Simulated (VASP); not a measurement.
Input of a VASP 6.6.1 run:

INCAR

```
SYSTEM = Pb
  ALGO = Normal
  EDIFF = 1E-7
  ENCUT = 520
  GGA = PS
  ISIF = 2
  ISMEAR = 0
  LASPH = .True.
  LCHARG = .True.
  LELF = .True.
  LREAL = .False.
  LVHAR = .True.
  LWAVE = .False.
  NBANDS = 13
  NELM = 60
  PREC = Accurate
  SIGMA = 0.15
```

The input KPOINTS:

```
k-points
0
Gamma
  16 16 16
  0 0 0
```

File POSCAR:

```
Pb
1.0
    0.0000000000      2.4080550000      2.5932900000
    2.4080550000      0.0000000000      2.5932900000
    2.4080550000      2.4080550000      0.0000000000
Pb
1
Direct
    0.0000000000      0.0000000000      0.0000000000
```

Potentials or basis: VASP PAW PBE potentials, release 64 (Pb_d).

The run is started by

```bash
$ cat potpaw_PBE.64/Pb_d/POTCAR > POTCAR
$ mpirun -np 1 vasp_std > vasp.out
```

**Question.** Predict the band gap on the k mesh.

**Answer.** Zero (band 7 reaches 14.64 eV, above the bottom of band 8 at 5.28 eV).

**Question.** Estimate the pressure.

**Answer.** -0.1 GPa.

Stress tensor (GPa, compression positive):
```
 0.28  0.00  0.00
 0.00  0.28  0.00
 0.00  0.00 -0.93
```

Caveat: the cell differs from its parent crystal (strain -0.025 along x and y, +0.050 along z); the PAW data sets were made with another functional, which shifts forces and pressure a little; spin-orbit coupling is left out, which moves the levels of the heavy elements.
